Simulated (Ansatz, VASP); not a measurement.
Two plane-wave programs on GaP

```
Ga P
1.0
     0.00000    2.72473    2.72473
     2.72473    0.00000    2.72473
     2.72473    2.72473    0.00000
Ga P
1 1
Direct
  0.00000 0.00000 0.00000
  0.25000 0.25000 0.25000
```

Alike in both runs: task single point; functional PBE; k mesh 6 × 6 × 6; no spin polarisation.

```csv
,VASP,Ansatz
version,VASP 6.6.1,Ansatz 0.2.0
potentials or method,"VASP PAW PBE potentials, release 64 (Ga_d, P)","plane waves, PAW"
plane-wave cutoff (eV),500,420
occupations,"gaussian, width 0.01 eV",fixed
valence electrons in the cell,18,18
```

```csv
,VASP,Ansatz,Ansatz less VASP
gap on the k mesh at the Fermi level (eV),1.65,1.65,0.000
pressure (GPa),2.5,2.6,+0.09
```
